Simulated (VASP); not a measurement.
Runs of VASP 6.6.1 on NbAl2N3. The structure is that of space group P-3m1 (No. 164), or close to it. The cells are those of the table. 

| task | cell | cutoff (eV) | gap on the mesh (eV) | pressure (GPa) | largest force (eV/Å) |
| --- | --- | --- | --- | --- | --- |
| single point | a = 2.905, b = 2.905, c = 7.593 Å, angles 90.0, 90.0, 120.0°, 6 atoms | 600 | 0.55 | -0.5 | 0.01 |
| single point | a = 2.907, b = 2.907, c = 7.596 Å, angles 90.0, 90.0, 120.0°, 6 atoms | 600 | 0.55 | (a) | (b) |
| relaxation of cell and atoms | relaxed from a = 3.126, b = 3.126, c = 7.914 Å, angles 90.0, 90.0, 120.0°, 6 atoms | 600 | none | 0.1 | 0.01 |
| single point | a = 3.082, b = 3.082, c = 8.187 Å, angles 90.0, 90.0, 120.0°, 6 atoms | 520 | none | -0.3 | 0.06 |
| single point | a = 2.908, b = 2.908, c = 7.596 Å, angles 90.0, 90.0, 120.0°, 6 atoms | 600 | 0.56 | -1.0 | 0.06 |

Alike in all rows: level PBE; potentials or basis VASP PAW PBE potentials, release 64 (Al, Nb_sv, N); no spin polarisation; k mesh 4 × 4 × 2; smearing gaussian 0.15 eV.

Task: Estimate the missing entries.

Result: (a) -0.9; (b) 0.02.

Caveats: all runs use coarse meshes; the relaxation stopped at a loose force limit of 0.08 eV/Å, so its end isn't a converged minimum (some runs).

A k mesh can miss the band edges, and the runs leave out spin-orbit coupling on Nb.

A gap of «none» marks levels without a gap at the run's occupations.
